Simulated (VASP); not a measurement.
# LaSc (Pm-3m) in VASP: a series of runs

LaSc is run at these levels: PBE; tasks: single point, relaxation of cell and atoms.

Program: VASP 6.6.1. These are calculated values, not measurements. Logs are shortened: lines on timing, memory, paths and dates and some standing lists are left out, and cuts for length are marked.

## Step 1: The cell of the first run

Symmetry: Pm-3m, No. 221, cubic system. Conventional cell: a = 3.948 Å, b = 3.948 Å, c = 3.948 Å, α = 90.00°, β = 90.00°, γ = 90.00°. La (site symmetry m-3m) has 8 Sc at 3.42 Å and 6 La at 3.95 Å within 4.5 Å. Sc (site symmetry m-3m) has 8 La at 3.42 Å and 6 Sc at 3.95 Å within 4.5 Å.

## Step 2: Single point, PBE

INCAR

```
ALGO     = Normal         # electronic algorithm
EDIFF    = 1E-6           # SCF threshold, eV
ENCUT    = 520            # plane-wave cutoff, eV
GGA      = PE             # functional
ISIF     = 2              # what is computed and relaxed
ISMEAR   = 0              # smearing method
LASPH    = True           # aspherical terms in the spheres
LCHARG   = False          # write CHGCAR
LREAL    = False          # projectors in reciprocal space
LWAVE    = False          # write WAVECAR
NBANDS   = 18             # bands
NELM     = 100            # most SCF steps
PREC     = Accurate       # precision mode
SIGMA    = 0.1            # smearing width, eV
```

KPOINTS

```
k-points
0
Gamma
  14 14 14
```

POSCAR

```
LaSc
1.0
    3.9480417122      0.0000000000      0.0000000000
    0.0000000000      3.9480417122      0.0000000000
    0.0000000000      0.0000000000      3.9480417122
La Sc
1 1
Direct
    0.0000000000      0.0000000000      0.0000000000
    0.5000000000      0.5000000000      0.5000000000
```

Potentials or basis: VASP PAW PBE potentials, release 64 (La, Sc_sv).

Run with:

```
$ cat potpaw_PBE.64/La/POTCAR potpaw_PBE.64/Sc_sv/POTCAR > POTCAR
$ mpirun -np 1 vasp_std > vasp.out
```

OUTCAR:

```text
EDIFF = 1E-6
   ENCUT = 520
   GGA = PE
   ISIF = 2
   ISMEAR = 0
   LASPH = True
   LREAL = False
   NELM = 100
   PREC = Accurate

 ion  position               nearest neighbor table
   1  0.000  0.000  0.000-   2 3.42   2 3.42   2 3.42   2 3.42   2 3.42   2 3.42   2 3.42   2 3.42

   2  0.500  0.500  0.500-   1 3.42   1 3.42   1 3.42   1 3.42   1 3.42   1 3.42   1 3.42   1 3.42

  LATTYP: Found a simple cubic cell.
 ALAT       =     3.9480417122

  Lattice vectors:

 A1 = (   3.9480417122,   0.0000000000,   0.0000000000)
 A2 = (   0.0000000000,   3.9480417122,   0.0000000000)
 A3 = (   0.0000000000,   0.0000000000,   3.9480417122)

Analysis of symmetry for initial positions (statically):
=====================================================================
 Subroutine PRICEL returns:
 Original cell was already a primitive cell.

 Routine SETGRP: Setting up the symmetry group for a
 simple cubic supercell.

 Subroutine GETGRP returns: Found 48 space group operations
 (whereof 48 operations were pure point group operations)
 out of a pool of 48 trial point group operations.

The static configuration has the point symmetry O_h .

Analysis of symmetry for dynamics (positions and initial velocities):
=====================================================================
 Subroutine PRICEL returns:
 Original cell was already a primitive cell.

 Routine SETGRP: Setting up the symmetry group for a
 simple cubic supercell.

 Subroutine GETGRP returns: Found 48 space group operations
 (whereof 48 operations were pure point group operations)
 out of a pool of 48 trial point group operations.

The dynamic configuration has the point symmetry O_h .

 Subroutine INISYM returns: Found 48 space group operations
 (whereof 48 operations are pure point group operations),
 and found     1 'primitive' translations

----------------------------------------------------------------------------------------

                                     Primitive cell

  volume of cell :      61.5383

  direct lattice vectors                    reciprocal lattice vectors
     3.948041712  0.000000000  0.000000000     0.253290130  0.000000000  0.000000000
     0.000000000  3.948041712  0.000000000     0.000000000  0.253290130  0.000000000
     0.000000000  0.000000000  3.948041712     0.000000000  0.000000000  0.253290130

  length of vectors
     3.948041712  3.948041712  3.948041712     0.253290130  0.253290130  0.253290130

  position of ions in fractional coordinates (direct lattice)
     0.000000000  0.000000000  0.000000000
     0.500000000  0.500000000  0.500000000

  ion indices of the primitive-cell ions
   primitive index   ion index
                 1           1
                 2           2

----------------------------------------------------------------------------------------

 KPOINTS: k-points

Automatic generation of k-mesh.
 Grid dimensions read from file:
 generate k-points for:   14   14   14

 Generating k-lattice:

  Cartesian coordinates                     Fractional coordinates (reciprocal lattice)
     0.018092152  0.000000000  0.000000000     0.071428571  0.000000000  0.000000000
     0.000000000  0.018092152  0.000000000     0.000000000  0.071428571  0.000000000
     0.000000000  0.000000000  0.018092152     0.000000000  0.000000000  0.071428571

  Length of vectors
     0.018092152  0.018092152  0.018092152

  Shift w.r.t. Gamma in fractional coordinates (k-lattice)
     0.000000000  0.000000000  0.000000000

 Subroutine IBZKPT returns following result:
 ===========================================

 Found    120 irreducible k-points:

 Following reciprocal coordinates:
            Coordinates               Weight
  0.000000  0.000000  0.000000      1.000000
  0.071429  0.000000  0.000000      6.000000
  0.142857  0.000000  0.000000      6.000000
  0.214286  0.000000  0.000000      6.000000
  0.285714  0.000000  0.000000      6.000000
  0.357143  0.000000  0.000000      6.000000
[... 16 lines left out ...]
  0.285714  0.214286  0.000000     24.000000
  0.357143  0.214286  0.000000     24.000000
 [... further k-points ...]
   k-points           NKPTS =    120   k-points in BZ     NKDIM =    120   number of bands    NBANDS=     18
   number of dos      NEDOS =    301   number of ions     NIONS =      2
   total plane-waves  NPLWV =  27000
   dimension x,y,z NGX =    30 NGY =   30 NGZ =   30
   dimension x,y,z NGXF=    60 NGYF=   60 NGZF=   60
   ions per type =               1   1
   NGX,Y,Z   is equivalent  to a cutoff of  12.63, 12.63, 12.63 a.u.
   NGXF,Y,Z  is equivalent  to a cutoff of  25.27, 25.27, 25.27 a.u.
 SYSTEM =  unknown system
   PREC   = accura    normal or accurate (medium, high low for compatibility)
   ISTART =      0    job   : 0-new  1-cont  2-samecut
   ICHARG =      2    charge: 1-file 2-atom 10-const
   ISPIN  =      1    spin polarized calculation?
   LNONCOLLINEAR =      F non collinear calculations
   LSORBIT =      F    spin-orbit coupling
   LASPH  =      T    aspherical Exc in radial PAW
   ENCUT  =  520.0 eV  38.22 Ry    6.18 a.u.   7.34  7.34  7.34*2*pi/ulx,y,z
   NELM   =    100;   NELMIN=  2; NELMDL= -5     # of ELM steps
   EDIFF  = 0.1E-05   stopping-criterion for ELM
   LREAL  =      F    real-space projection
   EDIFFG = 0.1E-04   stopping-criterion for IOM
   NSW    =      0    number of steps for IOM
   IBRION =     -1    ionic relax: 0-MD 1-quasi-New 2-CG
   NFREE  =      0    steps in history (QN), initial steepest desc. (CG)
   ISIF   =      2    stress and relaxation
   ISYM   =      2    0-nonsym 1-usesym 2-fastsym
   POTIM  = 0.5000    time-step for ionic-motion
   TEBEG  =    0.0;   TEEND  =   0.0 temperature during run
   PSTRESS=    0.0 pullay stress
   NELECT =      22.0000    total number of electrons
   NUPDOWN=      -1.0000    fix difference up-down
   EMIN   =  10.00;   EMAX   =-10.00  energy-range for DOS
   EFERMI =   0.00;   METHOD = LEGACY
   ISMEAR =     0;   SIGMA  =   0.10  broadening in eV -4-tet -1-fermi 0-gaus
   EFERMI_NEDOS =   21; number of points for ismear=-14 and -15
   IALGO  =     38    algorithm
   IMIX   =      4    mixing-type and parameters
     AMIX     =   0.40;   BMIX     =  1.00
     AMIX_MAG =   1.60;   BMIX_MAG =  1.00
  volume/ion in A,a.u.               =      30.77       207.64
  Fermi-wavevector in a.u.,A,eV,Ry     =   1.161896  2.195665 18.367902  1.350003
  Thomas-Fermi vector in A             =   2.298463
   LORBIT       =      0    0 simple, 1 ext, 2 COOP (PROOUT), +10 PAW based schemes
   GGA     = PE    functional components
   LHFCALC =     F    Hartree Fock is set to
   AEXX    =    0.0000 exact exchange contribution
   IVDW    =     0    specifies the selected vdW correction
   LEPSILON=     F    determine dielectric tensor
   LRPA    =     F    only Hartree local field effects (RPA)
 non-spin polarized calculation
 Gauss-broadening in eV      SIGMA  =   0.10
  energy-cutoff  :      520.00
  volume of cell :       61.54
 maximum number of plane-waves:      1691
 NGX is ok and might be reduce to    30
   NGX = 15   NGY = 15   NGZ = 15

 number of electron      22.0000001 magnetization

 Free energy of the ion-electron system (eV)
  ---------------------------------------------------
  ext. energy  EPLUGINS =         0.00000000
  ---------------------------------------------------
  free energy    TOTEN  =       -11.01756419 eV

  energy without entropy =      -11.00322136  energy(sigma->0) =      -11.01039277

 E-fermi :   6.2139     XC(G=0):  -9.7132

 val. band max:        6.2109121628   @ k =   0.2857   0.2857   0.2143
 cond. band min:       6.2201441294   @ k =   0.5000   0.2857   0.2143
 fundamental gap:      0.0092319666
 Fermi energy:         6.2138769865

 k-point     1 :       0.0000    0.0000    0.0000
  band No.  band energies     occupation
      1     -43.6205      2.00000
      2     -26.2454      2.00000
      3     -22.2345      2.00000
      4     -22.2345      2.00000
      5     -22.2345      2.00000
      6      -9.7879      2.00000
[... 10 lines left out ...]
     17       8.4376      0.00000
     18       8.5253      0.00000

 k-point     2 :       0.0714    0.0000    0.0000
  band No.  band energies     occupation
      1     -43.6204      2.00000
      2     -26.2439      2.00000
      3     -22.2355      2.00000
      4     -22.2344      2.00000
      5     -22.2344      2.00000
      6      -9.8168      2.00000
[... 10 lines left out ...]
     17       8.4305      0.00000
     18       8.4322      0.00000

 k-point     3 :       0.1429    0.0000    0.0000
  band No.  band energies     occupation
      1     -43.6202      2.00000
      2     -26.2396      2.00000
      3     -22.2382      2.00000
      4     -22.2338      2.00000
      5     -22.2338      2.00000
      6      -9.8964      2.00000
[... 10 lines left out ...]
     17       8.4164      0.00000
     18       8.4166      0.00000

 k-point     4 :       0.2143    0.0000    0.0000
  band No.  band energies     occupation
      1     -43.6198      2.00000
      2     -26.2333      2.00000
      3     -22.2420      2.00000
      4     -22.2331      2.00000
      5     -22.2331      2.00000
      6     -10.0084      2.00000
[... 375 lines left out ...]
      4     -22.2394      2.00000
      5     -22.2318      2.00000
      6     -10.0015      2.00000
[... 10 lines left out ...]
     17       8.3995      0.00000
     18       8.5571      0.00000

 k-point    23 :       0.2857    0.2143    0.0000
  band No.  band energies     occupation
      1     -43.6188      2.00000
      2     -26.2118      2.00000
      3     -22.2495      2.00000
      4     -22.2414      2.00000
      5     -22.2310      2.00000
      6     -10.1001      2.00000
[... 10 lines left out ...]
     17       8.3921      0.00000
     18       8.6011      0.00000

 k-point    24 :       0.3571    0.2143    0.0000
  band No.  band energies     occupation
      1     -43.6185      2.00000
      2     -26.2047      2.00000
      3     -22.2535      2.00000
      4     -22.2426      2.00000
      5     -22.2303      2.00000
      6     -10.1987      2.00000
[... 10 lines left out ...]
     17       8.3815      0.00000
     18       8.6224      0.00000

 [... further k-points ...]
[... 5 lines left out ...]
  --------------------------------------------------------------------------------------
  -------------------------------------------------------------------------------------
  Total        0.0191386      0.0191386      0.0191386      0.0000000      0.0000000      0.0000000
  in kB        0.4982814      0.4982814      0.4982814      0.0000000      0.0000000      0.0000000
  external PRESSURE =       0.4982814 kB  Pullay stress =       0.0000000 kB

 VOLUME and BASIS-vectors are now :
 -----------------------------------------------------------------------------
  energy-cutoff  :      520.00
  volume of cell :       61.54
      direct lattice vectors                 reciprocal lattice vectors
     3.948041712  0.000000000  0.000000000     0.253290130  0.000000000  0.000000000
     0.000000000  3.948041712  0.000000000     0.000000000  0.253290130  0.000000000
     0.000000000  0.000000000  3.948041712     0.000000000  0.000000000  0.253290130

 POSITION                                       TOTAL-FORCE (eV/Angst)
 -----------------------------------------------------------------------------------
      0.00000      0.00000      0.00000         0.000000      0.000000      0.000000
      1.97402      1.97402      1.97402         0.000000      0.000000      0.000000
 -----------------------------------------------------------------------------------
    total drift:                                0.000000      0.000000      0.000000

  FREE ENERGIE OF THE ION-ELECTRON SYSTEM (eV)
  ---------------------------------------------------
  free  energy   TOTEN  =       -11.0175641867 eV

  energy  without entropy=      -11.0032213560  energy(sigma->0) =      -11.01039277
```

It took 80 s on 1 thread of Intel Xeon 6975P-C (Granite Rapids), shared host; peak memory 0.31 GiB.

Results:

```yaml
Free_energy: -11.0176 eV
Pressure: 0.0 GPa
Band_gap_on_the_k_mesh: zero (band 11 reaches 6.62 eV, above the bottom of band 12 at 5.86 eV)
```

Caveat: spin-orbit coupling is left out, which moves the levels of the heavy elements.

## Step 3: Relaxation of cell and atoms, PBE

This run uses another cell than the first one, of 30.24 Å³/atom, 0.983 times its volume.

INCAR

```
PREC = Accurate ; ENCUT = 600
EDIFF = 1E-6 ; ISMEAR = 0
SIGMA = 0.1 ; LREAL = False
LASPH = True ; NELM = 100
ALGO = Normal ; ISIF = 3
LWAVE = False ; LCHARG = False
GGA = PE ; IBRION = 2
NSW = 100 ; EDIFFG = -0.01
```

KPOINTS

```
regular mesh
0
Gamma
  14 14 14
```

POSCAR

```
LaSc
1.0
    3.9254947744      0.0000000000      0.0000000000
    0.0000000000      3.9254947744      0.0000000000
    0.0000000000      0.0000000000      3.9254947744
La Sc
1 1
Direct
    0.0000000000      0.0000000000      0.0000000000
    0.5000000000      0.5000000000      0.5000000000
```

Potentials or basis: VASP PAW PBE potentials, release 64 (La, Sc_sv).

Run with:

```
$ cat potpaw_PBE.64/La/POTCAR potpaw_PBE.64/Sc_sv/POTCAR > POTCAR
$ mpirun -np 1 vasp_std > vasp.out
```

Wall time 94 s (1 thread of Intel Xeon 6975P-C (Granite Rapids), shared host); peak memory 0.33 GiB.

Results (log left out):

```
Free energy                            : -11.0183 eV
Relaxed volume                         : 30.85 Å³/atom
Relaxed cell                           : a = 3.951 Å, b = 3.951 Å, c = 3.951 Å, α = 90.00°, β = 90.00°, γ = 90.00°
Space group after relaxing (to 0.05 Å) : Pm-3m (No. 221)
Energy gained by relaxing              : 1.3 meV/atom
Ionic steps                            : 2
Pressure after relaxing                : 0.0 GPa
Band gap on the k mesh                 : zero (band 11 reaches 6.60 eV, above the bottom of band 12 at 5.84 eV)
```

Step by step:
| step | energy change (eV) | largest force (eV/Å) | pressure (GPa) | volume (Å³) |
| --- | --- | --- | --- | --- |
| 1 | 0.0000 | 0.0000 | 0.72 | 60.49 |
| 2 | -0.0026 | 0.0000 | -0.02 | 61.69 |

Final structure:
```
La Sc
1.0
     3.95129    0.00000    0.00000
     0.00000    3.95129    0.00000
     0.00000    0.00000    3.95129
La Sc
1 1
Cartesian
  0.0000 0.0000 0.0000
  1.9756 1.9756 1.9756
```

Levels at points of the mesh, in eV from the Fermi level:
```csv
k point,band 8,band 9,band 10,band 11,band 12,band 13,band 14,band 15
"(0.00, 0.00, 0.00)",-16.01,-4.05,-1.54,-1.54,1.34,1.34,1.34,2.20
"(0.50, 0.00, 0.00)",-15.97,-1.71,-1.06,-0.02,0.29,1.15,1.15,1.44
"(0.50, 0.50, 0.00)",-15.92,-2.38,-1.23,0.09,0.09,1.37,1.37,2.16
"(0.50, 0.50, 0.50)",-16.40,-0.91,-0.91,-0.91,0.88,0.88,0.88,1.64
```

Caveat: spin-orbit coupling is left out, which moves the levels of the heavy elements.
